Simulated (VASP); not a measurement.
# SnTe (I4/mmm) in VASP: notebook

SnTe is run at these levels: PBE; tasks: single point.

Program: VASP 6.6.1. These are calculated values, not measurements. Logs are shortened: lines on timing, memory, paths and dates and some standing lists are left out, and cuts for length are marked.

## Step 1: The cell of the first run

The structure is tetragonal, space group I4/mmm (No. 139). The conventional cell has a = 5.011 Å, b = 5.011 Å, c = 5.010 Å, α = 90.00°, β = 90.00°, γ = 90.00°. Sn (site symmetry 4/mmm) has 2 Te at 2.51 Å within 3.3 Å. Te (site symmetry 4/mmm) has 2 Sn at 2.51 Å within 3.3 Å.

## Step 2: Single point, PBE

The input, INCAR:

```
SYSTEM = SnTe
  PREC = Accurate
  ENCUT = 500
  EDIFF = 1E-6
  ISMEAR = 0
  SIGMA = 0.03
  LREAL = .FALSE.
  LASPH = .TRUE.
  NELM = 120
  ALGO = Normal
  ISIF = 2
  LWAVE = .FALSE.
  LCHARG = .FALSE.
  GGA = PE
  NBANDS = 17
  GGA_COMPAT = .FALSE.
```

The input, KPOINTS:

```
Automatic mesh
0
G
  10 10 10
  0 0 0
```

The input, POSCAR:

```
SnTe
1.0
    0.0000000000      3.5432298205      2.5050634831
    3.5432298205      0.0000000000      2.5050634831
    3.5432298205      3.5432298205      0.0000000000
Sn Te
1 1
Direct
    0.0000000000      0.0000000000      0.0000000000
    0.5000000000      0.5000000000      0.5000000000
```

Potentials or basis: VASP PAW PBE potentials, release 64 (Sn_d, Te).

The run is started by

```bash
$ cat potpaw_PBE.64/Sn_d/POTCAR potpaw_PBE.64/Te/POTCAR > POTCAR
$ mpirun -np 1 vasp_std > vasp.out
```

OUTCAR:

```text
SYSTEM = SnTe
   PREC = Accurate
   ENCUT = 500
   EDIFF = 1E-6
   ISMEAR = 0
   LREAL = .FALSE.
   LASPH = .TRUE.
   NELM = 120
   ISIF = 2
   GGA = PE

 ion  position               nearest neighbor table
   1  0.000  0.000  0.000-   2 2.51   2 2.51   2 3.54   2 3.54   2 3.54   2 3.54
   2  0.500  0.500  0.500-   1 2.51   1 2.51   1 3.54   1 3.54   1 3.54   1 3.54

  LATTYP: Found a body centered tetragonal cell.
 ALAT       =     5.0108836668
 C/A-ratio  =     0.9998489886

  Lattice vectors:

 A1 = (   0.0000000000,  -3.5432298205,  -2.5050634831)
 A2 = (   0.0000000000,   3.5432298205,  -2.5050634831)
 A3 = (   3.5432298205,   0.0000000000,   2.5050634831)

Analysis of symmetry for initial positions (statically):
=====================================================================
 Subroutine PRICEL returns:
 Original cell was already a primitive cell.

 Routine SETGRP: Setting up the symmetry group for a
 body centered tetragonal supercell.

 Subroutine GETGRP returns: Found 16 space group operations
 (whereof 16 operations were pure point group operations)
 out of a pool of 16 trial point group operations.

The static configuration has the point symmetry D_4h.

Analysis of symmetry for dynamics (positions and initial velocities):
=====================================================================
 Subroutine PRICEL returns:
 Original cell was already a primitive cell.

 Routine SETGRP: Setting up the symmetry group for a
 body centered tetragonal supercell.

 Subroutine GETGRP returns: Found 16 space group operations
 (whereof 16 operations were pure point group operations)
 out of a pool of 16 trial point group operations.

The dynamic configuration has the point symmetry D_4h.

 Subroutine INISYM returns: Found 16 space group operations
 (whereof 16 operations are pure point group operations),
 and found     1 'primitive' translations

----------------------------------------------------------------------------------------

                                     Primitive cell

  volume of cell :      62.8995

  direct lattice vectors                    reciprocal lattice vectors
     0.000000000  3.543229821  2.505063483    -0.141114188  0.141114188  0.199595740
     3.543229821  0.000000000  2.505063483     0.141114188 -0.141114188  0.199595740
     3.543229821  3.543229821  0.000000000     0.141114188  0.141114188 -0.199595740

  length of vectors
     4.339334121  4.339334121  5.010883667     0.282249690  0.282249690  0.282249690

  position of ions in fractional coordinates (direct lattice)
     0.000000000  0.000000000  0.000000000
     0.500000000  0.500000000  0.500000000

  ion indices of the primitive-cell ions
   primitive index   ion index
                 1           1
                 2           2

----------------------------------------------------------------------------------------

 KPOINTS: Automatic mesh

Automatic generation of k-mesh.
 Grid dimensions read from file:
 generate k-points for:   10   10   10

 Generating k-lattice:

  Cartesian coordinates                     Fractional coordinates (reciprocal lattice)
    -0.014111419  0.014111419  0.019959574     0.100000000  0.000000000  0.000000000
     0.014111419 -0.014111419  0.019959574     0.000000000  0.100000000  0.000000000
     0.014111419  0.014111419 -0.019959574     0.000000000  0.000000000  0.100000000

  Length of vectors
     0.028224969  0.028224969  0.028224969

  Shift w.r.t. Gamma in fractional coordinates (k-lattice)
     0.000000000  0.000000000  0.000000000

 Subroutine IBZKPT returns following result:
 ===========================================

 Found    102 irreducible k-points:

 Following reciprocal coordinates:
            Coordinates               Weight
  0.000000  0.000000  0.000000      1.000000
  0.100000  0.000000  0.000000      8.000000
  0.200000  0.000000  0.000000      8.000000
  0.300000  0.000000  0.000000      8.000000
  0.400000  0.000000  0.000000      8.000000
  0.500000  0.000000  0.000000      4.000000
[... 16 lines left out ...]
  0.300000  0.300000  0.000000      2.000000
  0.400000  0.300000  0.000000      8.000000
 [... further k-points ...]
   k-points           NKPTS =    102   k-points in BZ     NKDIM =    102   number of bands    NBANDS=     17
   number of dos      NEDOS =    301   number of ions     NIONS =      2
   total plane-waves  NPLWV =  40960
   dimension x,y,z NGX =    32 NGY =   32 NGZ =   40
   dimension x,y,z NGXF=    64 NGYF=   64 NGZF=   80
   ions per type =               1   1
   NGX,Y,Z   is equivalent  to a cutoff of  12.26, 12.26, 13.27 a.u.
   NGXF,Y,Z  is equivalent  to a cutoff of  24.52, 24.52, 26.54 a.u.
 SYSTEM =  SnTe
   PREC   = accura    normal or accurate (medium, high low for compatibility)
   ISTART =      0    job   : 0-new  1-cont  2-samecut
   ICHARG =      2    charge: 1-file 2-atom 10-const
   ISPIN  =      1    spin polarized calculation?
   LNONCOLLINEAR =      F non collinear calculations
   LSORBIT =      F    spin-orbit coupling
   LASPH  =      T    aspherical Exc in radial PAW
   ENCUT  =  500.0 eV  36.75 Ry    6.06 a.u.   7.91  7.91  9.14*2*pi/ulx,y,z
   NELM   =    120;   NELMIN=  2; NELMDL= -5     # of ELM steps
   EDIFF  = 0.1E-05   stopping-criterion for ELM
   LREAL  =      F    real-space projection
   EDIFFG = 0.1E-04   stopping-criterion for IOM
   NSW    =      0    number of steps for IOM
   IBRION =     -1    ionic relax: 0-MD 1-quasi-New 2-CG
   NFREE  =      0    steps in history (QN), initial steepest desc. (CG)
   ISIF   =      2    stress and relaxation
   ISYM   =      2    0-nonsym 1-usesym 2-fastsym
   POTIM  = 0.5000    time-step for ionic-motion
   TEBEG  =    0.0;   TEEND  =   0.0 temperature during run
   PSTRESS=    0.0 pullay stress
   NELECT =      20.0000    total number of electrons
   NUPDOWN=      -1.0000    fix difference up-down
   EMIN   =  10.00;   EMAX   =-10.00  energy-range for DOS
   EFERMI =   0.00;   METHOD = LEGACY
   ISMEAR =     0;   SIGMA  =   0.03  broadening in eV -4-tet -1-fermi 0-gaus
   EFERMI_NEDOS =   21; number of points for ismear=-14 and -15
   IALGO  =     38    algorithm
   IMIX   =      4    mixing-type and parameters
     AMIX     =   0.40;   BMIX     =  1.00
     AMIX_MAG =   1.60;   BMIX_MAG =  1.00
  volume/ion in A,a.u.               =      31.45       212.23
  Fermi-wavevector in a.u.,A,eV,Ry     =   1.117384  2.111549 16.987507  1.248547
  Thomas-Fermi vector in A             =   2.254006
   LORBIT       =      0    0 simple, 1 ext, 2 COOP (PROOUT), +10 PAW based schemes
   GGA     = PE    functional components
   LHFCALC =     F    Hartree Fock is set to
   AEXX    =    0.0000 exact exchange contribution
   IVDW    =     0    specifies the selected vdW correction
   LEPSILON=     F    determine dielectric tensor
   LRPA    =     F    only Hartree local field effects (RPA)
 non-spin polarized calculation
 Gauss-broadening in eV      SIGMA  =   0.03
  energy-cutoff  :      500.00
  volume of cell :       62.90
 maximum number of plane-waves:      1638
   NGX = 15   NGY = 15   NGZ = 19

 number of electron      19.9999998 magnetization

 Free energy of the ion-electron system (eV)
  ---------------------------------------------------
  ext. energy  EPLUGINS =         0.00000000
  ---------------------------------------------------
  free energy    TOTEN  =        -5.23648009 eV

  energy without entropy =       -5.23578047  energy(sigma->0) =       -5.23613028

 E-fermi :   7.0688     XC(G=0):  -9.3431

 val. band max:        7.0275206626   @ k =   0.3000   0.0000   0.0000
 cond. band min:       7.0856019565   @ k =  -0.2000  -0.0000   0.1000
 fundamental gap:      0.0580812939
 Fermi energy:         7.0687633639

 k-point     1 :       0.0000    0.0000    0.0000
  band No.  band energies     occupation
      1     -15.4230      2.00000
      2     -15.2174      2.00000
      3     -15.2174      2.00000
      4     -15.1604      2.00000
      5     -15.1522      2.00000
      6      -6.6273      2.00000
[... 9 lines left out ...]
     16      11.5949      0.00000
     17      13.8298      0.00000

 k-point     2 :       0.1000    0.0000    0.0000
  band No.  band energies     occupation
      1     -15.4233      2.00000
      2     -15.2175      2.00000
      3     -15.2174      2.00000
      4     -15.1598      2.00000
      5     -15.1524      2.00000
      6      -6.5498      2.00000
[... 9 lines left out ...]
     16      12.0856      0.00000
     17      13.2491      0.00000

 k-point     3 :       0.2000    0.0000    0.0000
  band No.  band energies     occupation
      1     -15.4240      2.00000
      2     -15.2178      2.00000
      3     -15.2178      2.00000
      4     -15.1582      2.00000
      5     -15.1530      2.00000
      6      -6.3255      2.00000
[... 9 lines left out ...]
     16      13.2312      0.00000
     17      13.3175      0.00000

 k-point     4 :       0.3000    0.0000    0.0000
  band No.  band energies     occupation
      1     -15.4250      2.00000
      2     -15.2184      2.00000
      3     -15.2181      2.00000
      4     -15.1560      2.00000
      5     -15.1537      2.00000
      6      -5.9870      2.00000
[... 9 lines left out ...]
     16      14.1443      0.00000
     17      14.7509      0.00000
[... 343 lines left out ...]
      1     -15.4319      2.00000
      2     -15.2130      2.00000
      3     -15.2126      2.00000
      4     -15.1566      2.00000
      5     -15.1535      2.00000
      6      -6.0945      2.00000
[... 9 lines left out ...]
     16      15.2565      0.00000
     17      15.4674      0.00000

 k-point    23 :       0.3000    0.3000    0.0000
  band No.  band energies     occupation
      1     -15.4318      2.00000
      2     -15.2151      2.00000
      3     -15.2151      2.00000
      4     -15.1569      2.00000
      5     -15.1516      2.00000
      6      -5.3321      2.00000
[... 9 lines left out ...]
     16      13.7847      0.00000
     17      18.6000      0.00000

 k-point    24 :       0.4000    0.3000    0.0000
  band No.  band energies     occupation
      1     -15.4376      2.00000
      2     -15.2116      2.00000
      3     -15.2115      2.00000
      4     -15.1577      2.00000
      5     -15.1500      2.00000
      6      -5.1123      2.00000
[... 9 lines left out ...]
     16      15.4382      0.00000
     17      18.0300      0.00000

 [... further k-points ...]
[... 5 lines left out ...]
  --------------------------------------------------------------------------------------
  -------------------------------------------------------------------------------------
  Total       -0.6695113     -0.6695113     21.1920422      0.0000000     -0.0000000     -0.0000000
  in kB      -17.0537975    -17.0537975    539.8038961      0.0000000     -0.0000000     -0.0000000
  external PRESSURE =     168.5654337 kB  Pullay stress =       0.0000000 kB

 VOLUME and BASIS-vectors are now :
 -----------------------------------------------------------------------------
  energy-cutoff  :      500.00
  volume of cell :       62.90
      direct lattice vectors                 reciprocal lattice vectors
     0.000000000  3.543229821  2.505063483    -0.141114188  0.141114188  0.199595740
     3.543229821  0.000000000  2.505063483     0.141114188 -0.141114188  0.199595740
     3.543229821  3.543229821  0.000000000     0.141114188  0.141114188 -0.199595740

 POSITION                                       TOTAL-FORCE (eV/Angst)
 -----------------------------------------------------------------------------------
      0.00000      0.00000      0.00000         0.000000     -0.000000      0.000000
      3.54323      3.54323      2.50506        -0.000000      0.000000     -0.000000
 -----------------------------------------------------------------------------------
    total drift:                                0.000000     -0.000000     -0.000000

  FREE ENERGIE OF THE ION-ELECTRON SYSTEM (eV)
  ---------------------------------------------------
  free  energy   TOTEN  =        -5.2364800870 eV

  energy  without entropy=       -5.2357804684  energy(sigma->0) =       -5.23613028
```

Wall time 2.5 min (1 thread of Intel Xeon 8259CL, shared host); peak memory 0.27 GiB.

Results:

| Property | Result |
| --- | --- |
| Free energy | -5.2365 eV |
| Pressure | 16.9 GPa |
| Band gap on the k mesh | zero (band 10 reaches 8.77 eV, above the bottom of band 11 at 6.46 eV) |

Levels at points of the mesh, in eV from the Fermi level:
```csv
k point,band 8,band 9,band 10,band 11,band 12,band 13
"(0.00, 0.00, 0.00)",-3.95,-1.72,-1.72,1.25,1.25,3.99
"(0.50, 0.00, 0.00)",-2.60,-2.59,-1.05,-0.61,2.57,3.11
"(0.50, 0.50, 0.00)",-6.11,-4.84,-4.84,1.49,4.42,4.42
"(0.50, 0.00, 0.50)",-5.90,-5.07,-1.85,1.18,2.93,5.04
```

Caveat: spin-orbit coupling is left out, which moves the levels of the heavy elements.

(Part 1 of 2 ends here.)
